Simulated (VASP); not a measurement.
# AgB2 (P6/mmm) in VASP: notebook, part 2 of 2

VASP 6.6.1. Earlier steps stand in the parts before.

## Step 4: Single point, PBE+D4

The input, INCAR:

```
SYSTEM = AgB2
  ALGO = Normal
  EDIFF = 1E-7
  ENCUT = 520
  GGA = PE
  ISIF = 2
  ISMEAR = 0
  IVDW = 13
  LASPH = .TRUE.
  LCHARG = .FALSE.
  LREAL = .FALSE.
  LWAVE = .FALSE.
  NBANDS = 16
  NELM = 80
  PREC = Accurate
  SIGMA = 0.05
```

The input, KPOINTS:

```
k-points
0
G
  10 10 8
  0 0 0
```

The input, POSCAR:

```
AgB2
1.0
    2.8501488273      0.0000000000      0.0000000000
   -1.4250744136      2.4683012890      0.0000000000
    0.0000000000      0.0000000000      3.5896526769
Ag B
1 2
Direct
    0.0000000000      0.0000000000      0.0000000000
    0.3333333333      0.6666666667      0.5000000000
    0.6666666667      0.3333333333      0.5000000000
```

Potentials or basis: VASP PAW PBE potentials, release 64 (Ag, B).

The run is started by

```console
> cat potpaw_PBE.64/Ag/POTCAR potpaw_PBE.64/B/POTCAR > POTCAR
> mpirun -np 1 vasp_std > vasp.out
```

OUTCAR:

```text
SYSTEM = AgB2
   EDIFF = 1E-7
   ENCUT = 520
   GGA = PE
   ISIF = 2
   ISMEAR = 0
   IVDW = 13
   LASPH = .TRUE.
   LREAL = .FALSE.
   NELM = 80
   PREC = Accurate

 ion  position               nearest neighbor table
   1  0.000  0.000  0.000-   2 2.43   3 2.43   2 2.43   3 2.43   2 2.43   2 2.43   3 2.43   3 2.43
                             3 2.43   3 2.43   2 2.43   2 2.43
   2  0.333  0.667  0.500-   3 1.65   3 1.65   3 1.65   1 2.43   1 2.43   1 2.43   1 2.43   1 2.43
                             1 2.43
   3  0.667  0.333  0.500-   2 1.65   2 1.65   2 1.65   1 2.43   1 2.43   1 2.43   1 2.43   1 2.43
                             1 2.43

  LATTYP: Found a hexagonal cell.
 ALAT       =     2.8501488273
 C/A-ratio  =     1.2594614858

  Lattice vectors:

 A1 = (   2.8501488273,   0.0000000000,   0.0000000000)
 A2 = (  -1.4250744136,   2.4683012890,   0.0000000000)
 A3 = (   0.0000000000,   0.0000000000,   3.5896526769)

Analysis of symmetry for initial positions (statically):
=====================================================================
 Subroutine PRICEL returns:
 Original cell was already a primitive cell.

 Routine SETGRP: Setting up the symmetry group for a
 hexagonal supercell.

 Subroutine GETGRP returns: Found 24 space group operations
 (whereof 24 operations were pure point group operations)
 out of a pool of 24 trial point group operations.

The static configuration has the point symmetry D_6h.

Analysis of symmetry for dynamics (positions and initial velocities):
=====================================================================
 Subroutine PRICEL returns:
 Original cell was already a primitive cell.

 Routine SETGRP: Setting up the symmetry group for a
 hexagonal supercell.

 Subroutine GETGRP returns: Found 24 space group operations
 (whereof 24 operations were pure point group operations)
 out of a pool of 24 trial point group operations.

The dynamic configuration has the point symmetry D_6h.

 Subroutine INISYM returns: Found 24 space group operations
 (whereof 24 operations are pure point group operations),
 and found     1 'primitive' translations

----------------------------------------------------------------------------------------

                                     Primitive cell

  volume of cell :      25.2533

  direct lattice vectors                    reciprocal lattice vectors
     2.850148827  0.000000000  0.000000000     0.350858871  0.202568464  0.000000000
    -1.425074414  2.468301289  0.000000000     0.000000000  0.405136927  0.000000000
     0.000000000  0.000000000  3.589652677     0.000000000  0.000000000  0.278578484

  length of vectors
     2.850148827  2.850148827  3.589652677     0.405136927  0.405136927  0.278578484

  position of ions in fractional coordinates (direct lattice)
     0.000000000  0.000000000  0.000000000
     0.333333333  0.666666667  0.500000000
     0.666666667  0.333333333  0.500000000

  ion indices of the primitive-cell ions
   primitive index   ion index
                 1           1
                 2           2
                 3           3

----------------------------------------------------------------------------------------

 KPOINTS: k-points

Automatic generation of k-mesh.
 Grid dimensions read from file:
[... 24 lines left out ...]
  0.200000  0.000000  0.000000      6.000000
  0.300000  0.000000  0.000000      6.000000
  0.400000  0.000000  0.000000      6.000000
  0.500000  0.000000  0.000000      3.000000
[... 16 lines left out ...]
  0.300000  0.100000  0.125000     24.000000
  0.400000  0.100000  0.125000     24.000000
 [... further k-points ...]
   k-points           NKPTS =     70   k-points in BZ     NKDIM =     70   number of bands    NBANDS=     16
   number of dos      NEDOS =    301   number of ions     NIONS =      3
   total plane-waves  NPLWV =  16128
   dimension x,y,z NGX =    24 NGY =   24 NGZ =   28
   dimension x,y,z NGXF=    48 NGYF=   48 NGZF=   56
   ions per type =               1   2
   NGX,Y,Z   is equivalent  to a cutoff of  14.00, 14.00, 12.97 a.u.
   NGXF,Y,Z  is equivalent  to a cutoff of  28.00, 28.00, 25.94 a.u.
 SYSTEM =  AgB2
   PREC   = accura    normal or accurate (medium, high low for compatibility)
   ISTART =      0    job   : 0-new  1-cont  2-samecut
   ICHARG =      2    charge: 1-file 2-atom 10-const
   ISPIN  =      1    spin polarized calculation?
   LNONCOLLINEAR =      F non collinear calculations
   LSORBIT =      F    spin-orbit coupling
   LASPH  =      T    aspherical Exc in radial PAW
   ENCUT  =  520.0 eV  38.22 Ry    6.18 a.u.   5.30  5.30  6.67*2*pi/ulx,y,z
   NELM   =     80;   NELMIN=  2; NELMDL= -5     # of ELM steps
   EDIFF  = 0.1E-06   stopping-criterion for ELM
   LREAL  =      F    real-space projection
   EDIFFG = 0.1E-05   stopping-criterion for IOM
   NSW    =      0    number of steps for IOM
   IBRION =     -1    ionic relax: 0-MD 1-quasi-New 2-CG
   NFREE  =      0    steps in history (QN), initial steepest desc. (CG)
   ISIF   =      2    stress and relaxation
   ISYM   =      2    0-nonsym 1-usesym 2-fastsym
   POTIM  = 0.5000    time-step for ionic-motion
   TEBEG  =    0.0;   TEEND  =   0.0 temperature during run
   PSTRESS=    0.0 pullay stress
   NELECT =      17.0000    total number of electrons
   NUPDOWN=      -1.0000    fix difference up-down
   EMIN   =  10.00;   EMAX   =-10.00  energy-range for DOS
   EFERMI =   0.00;   METHOD = LEGACY
   ISMEAR =     0;   SIGMA  =   0.05  broadening in eV -4-tet -1-fermi 0-gaus
   EFERMI_NEDOS =   21; number of points for ismear=-14 and -15
   IALGO  =     38    algorithm
   IMIX   =      4    mixing-type and parameters
     AMIX     =   0.40;   BMIX     =  1.00
     AMIX_MAG =   1.60;   BMIX_MAG =  1.00
  volume/ion in A,a.u.               =       8.42        56.81
  Fermi-wavevector in a.u.,A,eV,Ry     =   1.434779  2.711340 28.008838  2.058592
  Thomas-Fermi vector in A             =   2.554150
   LORBIT       =      0    0 simple, 1 ext, 2 COOP (PROOUT), +10 PAW based schemes
   GGA     = PE    functional components
   LHFCALC =     F    Hartree Fock is set to
   AEXX    =    0.0000 exact exchange contribution
   IVDW    =    13    specifies the selected vdW correction
   LEPSILON=     F    determine dielectric tensor
   LRPA    =     F    only Hartree local field effects (RPA)
 non-spin polarized calculation
 Gauss-broadening in eV      SIGMA  =   0.05
  energy-cutoff  :      520.00
  volume of cell :       25.25
 maximum number of plane-waves:       721
 NGX is ok and might be reduce to    24
   NGX = 11   NGY = 11   NGZ = 13

 number of electron      16.9999998 magnetization

 Free energy of the ion-electron system (eV)
  ---------------------------------------------------
  ext. energy  EPLUGINS =         0.00000000
  ---------------------------------------------------
  free energy    TOTEN  =       -13.56063747 eV

  energy without entropy =      -13.55853799  energy(sigma->0) =      -13.55958773

 E-fermi :  10.3869     XC(G=0): -13.2696

 val. band max:       10.3691243899   @ k =   0.4000   0.0000   0.5000
 cond. band min:      10.3885357719   @ k =   0.2000   0.0000   0.2500
 fundamental gap:      0.0194113820
 Fermi energy:        10.3868712163

 k-point     1 :       0.0000    0.0000    0.0000
  band No.  band energies     occupation
      1      -3.7999      2.00000
      2       3.2394      2.00000
      3       4.3315      2.00000
      4       4.3315      2.00000
      5       5.7432      2.00000
      6       5.7432      2.00000
[... 433 lines left out ...]
      3       3.3544      2.00000
      4       3.5540      2.00000
      5       4.8076      2.00000
      6       6.3593      2.00000
[... 8 lines left out ...]
     15      26.3577      0.00000
     16      28.0348      0.00000

 [... further k-points ...]

------------------------ aborting loop because EDIFF is reached ----------------------------------------

  DFT-D4 for vdW energy calculation

  Edisp (eV):   -1.42824

  FORCE on cell =-STRESS in cart. coord.  units (eV):
  Direction    XX          YY          ZZ          XY          YZ          ZX
  --------------------------------------------------------------------------------------
  -------------------------------------------------------------------------------------
  Total       7.76637     7.76637     7.74909     0.00000     0.00000    -0.00000
  in kB     492.73167   492.73167   491.63555     0.00000     0.00000    -0.00000
  external pressure =      492.37 kB  Pullay stress =        0.00 kB

 VOLUME and BASIS-vectors are now :
 -----------------------------------------------------------------------------
  energy-cutoff  :      520.00
  volume of cell :       25.25
      direct lattice vectors                 reciprocal lattice vectors
     2.850148827  0.000000000  0.000000000     0.350858871  0.202568464  0.000000000
    -1.425074414  2.468301289  0.000000000     0.000000000  0.405136927  0.000000000
     0.000000000  0.000000000  3.589652677     0.000000000  0.000000000  0.278578484

 POSITION                                       TOTAL-FORCE (eV/Angst)
 -----------------------------------------------------------------------------------
      0.00000      0.00000      0.00000         0.000000      0.000000      0.000000
     -0.00000      1.64553      1.79483         0.000000      0.000000      0.000000
      1.42507      0.82277      1.79483        -0.000000      0.000000      0.000000
 -----------------------------------------------------------------------------------
    total drift:                               -0.000000      0.000000      0.000000

  FREE ENERGIE OF THE ION-ELECTRON SYSTEM (eV)
  ---------------------------------------------------
  free  energy   TOTEN  =       -14.9888748256 eV

  energy  without entropy=      -14.9867753464  energy(sigma->0) =      -14.98782509
```

OSZICAR:

```text
N       E                     dE             d eps       ncg     rms          rms(c)
DAV:   1     0.668603442185E+02    0.66860E+02   -0.79493E+03  2280   0.982E+02
DAV:   2    -0.174299118279E+02   -0.84290E+02   -0.77453E+02  2888   0.226E+02
DAV:   3    -0.190766396457E+02   -0.16467E+01   -0.16421E+01  2560   0.321E+01
DAV:   4    -0.190807830314E+02   -0.41434E-02   -0.41431E-02  2904   0.172E+00
DAV:   5    -0.190808071938E+02   -0.24162E-04   -0.24163E-04  2528   0.129E-01    0.167E+01
DAV:   6    -0.140105692322E+02    0.50702E+01   -0.95377E+00  2648   0.496E+01    0.166E+01
DAV:   7    -0.136264486129E+02    0.38412E+00   -0.21541E+00  2336   0.165E+01    0.735E+00
DAV:   8    -0.135641278885E+02    0.62321E-01   -0.17157E-01  2768   0.389E+00    0.178E+00
DAV:   9    -0.135619326620E+02    0.21952E-02   -0.49205E-03  2720   0.110E+00    0.311E-01
DAV:  10    -0.135606743026E+02    0.12584E-02   -0.25036E-03  2576   0.474E-01    0.593E-02
DAV:  11    -0.135606375535E+02    0.36749E-04   -0.12839E-04  2536   0.125E-01    0.137E-02
DAV:  12    -0.135606379246E+02   -0.37109E-06   -0.96686E-06  2720   0.419E-02    0.488E-03
DAV:  13    -0.135606375243E+02    0.40029E-06   -0.10269E-06  2688   0.157E-02    0.105E-03
DAV:  14    -0.135606374650E+02    0.59327E-07   -0.52329E-08  1448   0.211E-03
   1 F= -.14988875E+02 E0= -.14987825E+02  d E =-.209948E-02
```

stdout:

```text
POSCAR found type information on POSCAR AgB
 POSCAR found :  2 types and       3 ions
 scaLAPACK will be used
 LDA part: xc-table for (Slater+PW92), standard interpolation
 POSCAR, INCAR and KPOINTS ok, starting setup
 FFT: planning ... GRIDC
 FFT: planning ... GRID_SOFT
 FFT: planning ... GRID
 WAVECAR not read
 entering main loop
```

Wall time 46 s (1 thread of AMD EPYC 7R13 (Zen 3), shared host); peak memory 0.13 GiB.

Results:

```yaml
Free_energy: -14.9889 eV
Pressure: 49.2 GPa
Dispersion_energy_per_atom: -0.476 eV
```

Stress tensor (GPa, compression positive):
```
49.27  0.00  0.00
 0.00 49.27  0.00
 0.00  0.00 49.16
```

Caveat: pairwise dispersion overbinds metals, which lowers pressure and volume.

## Step 5: Overview

| level | cell | gap on the mesh (eV) | pressure (GPa) |
| --- | --- | --- | --- |
| revPBE | a = 2.845, b = 2.845, c = 3.602 Å, angles 90.0, 90.0, 120.0°, 3 atoms | none | 62.4 |
| PBE+D3(BJ) | a = 2.844, b = 2.844, c = 3.605 Å, angles 90.0, 90.0, 120.0°, 3 atoms | none | 50.3 |
| PBE+D4 | a = 2.850, b = 2.850, c = 3.590 Å, angles 90.0, 90.0, 120.0°, 3 atoms | none | 49.2 |

Alike in all rows: task single point; potentials or basis VASP PAW PBE potentials, release 64 (Ag, B); no spin polarisation; k mesh 10 × 10 × 8; cutoff (eV) 520; smearing gaussian 0.05 eV.

Caveats: pairwise dispersion overbinds metals, which lowers pressure and volume (some runs); the PAW data sets were made with another functional, which shifts forces and pressure a little (some runs); three body term missing (some runs).

Total energies depend on the potentials used, so only differences within one code and one set of settings carry meaning.
